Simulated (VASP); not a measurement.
Runs of VASP 6.6.1 on GaP. The structure is that of space group F-43m (No. 216), or close to it. The cells are those of the table. 

| task | level | potentials or basis | cell | gap on the mesh (eV) | pressure (GPa) |
| --- | --- | --- | --- | --- | --- |
| electric field gradients | PBE | VASP PAW PBE potentials, release 64 (Ga_d, P) | a = 3.816, b = 3.816, c = 3.854 Å, angles 59.7, 59.7, 60.7°, 2 atoms | 1.37 | 4.3 |
| electric field gradients | PBE | VASP PAW PBE potentials, release 64 (Ga_d, P) | a = 3.930 Å, angles 60.0°, 2 atoms | (a) | -2.0 |
| single point | LDA | VASP PAW LDA potentials, release 64 (Ga_d, P) | a = 3.854 Å, angles 60.0°, 2 atoms | (b) | -2.6 |
| single point | PBE | VASP PAW PBE potentials, release 64 (Ga_d, P) | a = 3.835, b = 3.835, c = 3.816 Å, angles 60.2, 60.2, 59.7°, 2 atoms | 1.52 | 4.3 |
| electric field gradients | PBE | VASP PAW PBE potentials, release 64 (Ga_d, P) | a = 3.828 Å, angles 60.0°, 2 atoms | 1.57 | 4.3 |

Alike in all rows: no spin polarisation; k mesh 10 × 10 × 10; cutoff (eV) 520; smearing fermi-dirac 0.05 eV.

Problem. Fill in the values left out.

Solution. (a) 1.35; (b) 1.45.

Caveats: the cell stands under pressure (at least some runs).

A k mesh can miss the band edges, and the runs leave out spin-orbit coupling on Ga.
